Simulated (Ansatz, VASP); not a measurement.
**One calculation of C, two programs**

```
C
1.0
     0.00000    1.81835    1.81835
     1.81835    0.00000    1.81835
     1.81835    1.81835    0.00000
C
2
Cartesian
  2.7275 2.7275 2.7275
  1.8183 1.8183 1.8183
```

Alike in both runs: task single point; functional PBE; dispersion D3(BJ); k mesh 13 × 13 × 13; occupations fermi-dirac, width 0.05 eV; no spin polarisation.

|  | VASP | Ansatz |
| --- | --- | --- |
| version | VASP 6.6.1 | Ansatz 0.2.0 |
| potentials or method | VASP PAW PBE potentials, release 64 (C) | Ansatz PAW |
| plane-wave cutoff (eV) | 520 | 420 |
| valence electrons in the cell | 8 | 8 |

|  | VASP | Ansatz | Ansatz less VASP |
| --- | --- | --- | --- |
| gap on the k mesh at the Fermi level (eV) | 4.02 | 4.03 | +0.011 |
| least direct gap on the mesh (eV) | 5.43 | 5.44 | +0.008 |
| pressure (GPa) | -25.5 | -26.0 | -0.46 |

Noted on Ansatz's run: Pulay correction over one GPa; odd divisions of the mesh miss points on the zone boundary, where band edges often lie, so the gap on the mesh can be too wide.
